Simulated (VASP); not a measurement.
# NdGaO2 (P6/mmm) in VASP: single point with PBE

Aim: the single point of NdGaO2 with PBE.

Everything below comes from runs of VASP 6.6.1. Logs are shortened: lines on timing, memory, paths and dates and some standing lists are left out, and cuts for length are marked.

## Step 1: The cell of the first run

The structure is hexagonal, space group P6/mmm (No. 191). The conventional cell has a = 3.816 Å, b = 3.816 Å, c = 5.720 Å, α = 90.00°, β = 90.00°, γ = 120.00°. Nd (site symmetry 6/mmm) has 2 Ga at 2.86 Å and 12 O at 3.61 Å and 6 Nd at 3.82 Å within 3.9 Å. Within 2.9 Å of Ga (site symmetry 6/mmm) lie 6 O at 2.20 Å and 2 Nd at 2.86 Å. Within 2.9 Å of O (site symmetry -6m2) lie 3 O at 2.20 Å and 3 Ga at 2.20 Å.

## Step 2: Single point, PBE

Contents of POSCAR:

```
NdGaO2
1.0
    3.8160689391      0.0000000000      0.0000000000
   -1.9080344695      3.3048126438      0.0000000000
    0.0000000000      0.0000000000      5.7195221003
Nd Ga O
1 1 2
Direct
    0.0000000000      0.0000000000      0.5000000000
    0.0000000000      0.0000000000      0.0000000000
    0.3333333333      0.6666666667      0.0000000000
    0.6666666667      0.3333333333      0.0000000000
```

Contents of INCAR.step1:

```
PREC = Accurate
ENCUT = 520
EDIFF = 1E-6
ISMEAR = 0
SIGMA = 0.1
LREAL = False
LASPH = True
NELM = 200
ALGO = Normal
ISIF = 2
LWAVE = False
LCHARG = True
LMAXMIX = 6
GGA = PE
NBANDS = 26
GGA_COMPAT = False
NEDOS = 2001
LORBIT = 11
```

Contents of KPOINTS.step1:

```
regular mesh
0
Gamma
  12 12 8
```

Contents of INCAR.step2:

```
PREC = Accurate
ENCUT = 520
EDIFF = 1E-6
ISMEAR = -5
SIGMA = 0.1
LREAL = False
LASPH = True
NELM = 200
ALGO = Normal
ISIF = 2
LWAVE = False
LCHARG = False
LMAXMIX = 6
GGA = PE
LORBIT = 11
NBANDS = 26
NEDOS = 1001
ICHARG = 11
GGA_COMPAT = False
```

Contents of KPOINTS.step2:

```
regular mesh
0
Gamma
  18 18 12
```

Potentials or basis: VASP PAW PBE potentials, release 64 (Nd_3, Ga_d, O), 4f in core.

Run with:

```sh
cat potpaw_PBE.64/Nd_3/POTCAR potpaw_PBE.64/Ga_d/POTCAR potpaw_PBE.64/O/POTCAR > POTCAR
cp INCAR.step1 INCAR
cp KPOINTS.step1 KPOINTS
mpirun -np 1 vasp_std > vasp.out
cp INCAR.step2 INCAR
cp KPOINTS.step2 KPOINTS
mpirun -np 1 vasp_std > vasp.out
```

OUTCAR:

```text
PREC = Accurate
   ENCUT = 520
   EDIFF = 1E-6
   ISMEAR = -5
   LREAL = False
   LASPH = True
   NELM = 200
   ISIF = 2
   GGA = PE
   LORBIT = 11
   ICHARG = 11

 ion  position               nearest neighbor table
   1  0.000  0.000  0.500-   2 2.86   2 2.86
   2  0.000  0.000  0.000-   3 2.20   4 2.20   3 2.20   4 2.20   4 2.20   3 2.20   1 2.86   1 2.86

   3  0.333  0.667  0.000-   2 2.20   2 2.20   2 2.20
   4  0.667  0.333  0.000-   2 2.20   2 2.20   2 2.20

  LATTYP: Found a hexagonal cell.
 ALAT       =     3.8160689391
 C/A-ratio  =     1.4987994692

  Lattice vectors:

 A1 = (   3.8160689391,   0.0000000000,   0.0000000000)
 A2 = (  -1.9080344695,   3.3048126438,   0.0000000000)
 A3 = (   0.0000000000,   0.0000000000,   5.7195221003)

Analysis of symmetry for initial positions (statically):
=====================================================================
 Subroutine PRICEL returns:
 Original cell was already a primitive cell.

 Routine SETGRP: Setting up the symmetry group for a
 hexagonal supercell.

 Subroutine GETGRP returns: Found 24 space group operations
 (whereof 24 operations were pure point group operations)
 out of a pool of 24 trial point group operations.

The static configuration has the point symmetry D_6h.

Analysis of symmetry for dynamics (positions and initial velocities):
=====================================================================
 Subroutine PRICEL returns:
 Original cell was already a primitive cell.

 Routine SETGRP: Setting up the symmetry group for a
 hexagonal supercell.

 Subroutine GETGRP returns: Found 24 space group operations
 (whereof 24 operations were pure point group operations)
 out of a pool of 24 trial point group operations.

The dynamic configuration has the point symmetry D_6h.

 Subroutine INISYM returns: Found 24 space group operations
 (whereof 24 operations are pure point group operations),
 and found     1 'primitive' translations

----------------------------------------------------------------------------------------

                                     Primitive cell

  volume of cell :      72.1311

  direct lattice vectors                    reciprocal lattice vectors
     3.816068939  0.000000000  0.000000000     0.262049773  0.151294507  0.000000000
    -1.908034469  3.304812644  0.000000000     0.000000000  0.302589014  0.000000000
[... 99 lines left out ...]
   POTIM  = 0.5000    time-step for ionic-motion
   TEBEG  =    0.0;   TEEND  =   0.0 temperature during run
   PSTRESS=    0.0 pullay stress
   NELECT =      36.0000    total number of electrons
   NUPDOWN=      -1.0000    fix difference up-down
   EMIN   =  10.00;   EMAX   =-10.00  energy-range for DOS
   EFERMI =   0.00;   METHOD = LEGACY
   ISMEAR =    -5;   SIGMA  =   0.10  broadening in eV -4-tet -1-fermi 0-gaus
   EFERMI_NEDOS =   21; number of points for ismear=-14 and -15
   IALGO  =     38    algorithm
   IMIX   =      4    mixing-type and parameters
     AMIX     =   0.40;   BMIX     =  1.00
     AMIX_MAG =   1.60;   BMIX_MAG =  1.00
  volume/ion in A,a.u.               =      18.03       121.69
  Fermi-wavevector in a.u.,A,eV,Ry     =   1.298578  2.453957 22.943573  1.686305
  Thomas-Fermi vector in A             =   2.429897
   LORBIT       =     11    0 simple, 1 ext, 2 COOP (PROOUT), +10 PAW based schemes
   GGA     = PE    functional components
   LHFCALC =     F    Hartree Fock is set to
   AEXX    =    0.0000 exact exchange contribution
   IVDW    =     0    specifies the selected vdW correction
   LEPSILON=     F    determine dielectric tensor
   LRPA    =     F    only Hartree local field effects (RPA)
 non-spin polarized calculation
 Fermi weights with tetrahedron method with Bloechl corrections
  energy-cutoff  :      520.00
  volume of cell :       72.13
 maximum number of plane-waves:      1989

 number of electron      36.0000001 magnetization

 Free energy of the ion-electron system (eV)
  ---------------------------------------------------
  ext. energy  EPLUGINS =         0.00000000
  ---------------------------------------------------
  free energy    TOTEN  =       -17.25844055 eV

  energy without entropy =      -17.25844055  energy(sigma->0) =      -17.25844055

 E-fermi :   3.7492     XC(G=0): -10.1143

 val. band max:        3.7799135853   @ k =   0.1667   0.0000   0.5000
 cond. band min:       3.7410526004   @ k =   0.3333   0.1111   0.3333
 fundamental gap:     -0.0388609850
 Fermi energy:         3.7491678829

 k-point     1 :       0.0000    0.0000    0.0000
  band No.  band energies     occupation
      1     -34.9647      2.00000
      2     -16.1826      2.00000
      3     -15.7803      2.00000
      4     -15.7803      2.00000
      5     -15.6578      2.00000
      6     -12.0285      2.00000
[... 685 lines left out ...]
     25       9.4431      0.00000
     26      11.6711      0.00000

 [... further k-points ...]

------------------------ aborting loop because EDIFF is reached ----------------------------------------

  FORCE on cell =-STRESS in cart. coord.  units (eV):
  Direction    XX          YY          ZZ          XY          YZ          ZX
  --------------------------------------------------------------------------------------
  -------------------------------------------------------------------------------------
  Total        0.2675202      0.2675202      0.5096986      0.0000000     -0.0000000      0.0000000
  in kB        5.9421611      5.9421611     11.3214286      0.0000000     -0.0000000      0.0000000
  external PRESSURE =       7.7352503 kB  Pullay stress =       0.0000000 kB

 VOLUME and BASIS-vectors are now :
 -----------------------------------------------------------------------------
  energy-cutoff  :      520.00
  volume of cell :       72.13
      direct lattice vectors                 reciprocal lattice vectors
     3.816068939  0.000000000  0.000000000     0.262049773  0.151294507  0.000000000
    -1.908034469  3.304812644  0.000000000     0.000000000  0.302589014  0.000000000
     0.000000000  0.000000000  5.719522100     0.000000000  0.000000000  0.174839782

 POSITION                                       TOTAL-FORCE (eV/Angst)
 -----------------------------------------------------------------------------------
      0.00000      0.00000      2.85976         0.000000      0.000000      0.000000
      0.00000      0.00000      0.00000         0.000000      0.000000      0.000000
     -0.00000      2.20321      0.00000        -0.000000      0.000000      0.000000
      1.90803      1.10160      0.00000        -0.000000     -0.000000     -0.000000
 -----------------------------------------------------------------------------------
    total drift:                                0.000000     -0.000000     -0.000000

  FREE ENERGIE OF THE ION-ELECTRON SYSTEM (eV)
  ---------------------------------------------------
  free  energy   TOTEN  =       -17.2584405460 eV

  energy  without entropy=      -17.2584405460  energy(sigma->0) =      -17.25844055

 total charge

# of ion       s       p       d       tot
------------------------------------------
    1        2.127   5.765   0.935   8.828
    2        0.839   0.599  10.064  11.501
    3        1.622   3.211   0.000   4.833
    4        1.622   3.211   0.000   4.833
--------------------------------------------------
tot          6.210  12.786  10.999  29.995
```

Wall time 4.8 min (1 thread of Intel Xeon Platinum 8375C at 2.90GHz (Ice Lake), shared host); peak memory 0.56 GiB.

Results:

* Valence electrons inside the program's atomic spheres: Nd 8.83; Ga 11.50; O 4.83

Levels at points of the mesh, in eV from the Fermi level:
| k point | band 14 | band 15 | band 16 | band 17 | band 18 | band 19 | band 20 | band 21 | band 22 | band 23 |
| --- | --- | --- | --- | --- | --- | --- | --- | --- | --- | --- |
| (0.00, 0.00, 0.00) | -4.18 | -3.26 | -2.29 | -2.29 | -2.14 | -1.17 | 1.37 | 1.37 | 3.06 | 3.06 |
| (0.50, 0.00, 0.00) | -3.59 | -2.43 | -1.53 | -1.08 | -0.06 | 0.32 | 1.48 | 2.35 | 2.62 | 2.91 |
| (0.00, 0.00, 0.50) | -4.16 | -2.38 | -2.38 | -1.74 | -1.69 | -1.19 | 0.89 | 1.29 | 1.29 | 3.18 |
| (0.50, 0.00, 0.50) | -3.28 | -3.04 | -1.66 | -0.83 | -0.08 | -0.05 | 0.43 | 1.92 | 2.57 | 3.46 |

Caveat: spin-orbit coupling is left out, which moves the levels of the heavy elements; the 4f electrons are frozen in the core, so they carry no moment and show no levels; the run has no spin polarisation, though such a crystal can be magnetic.
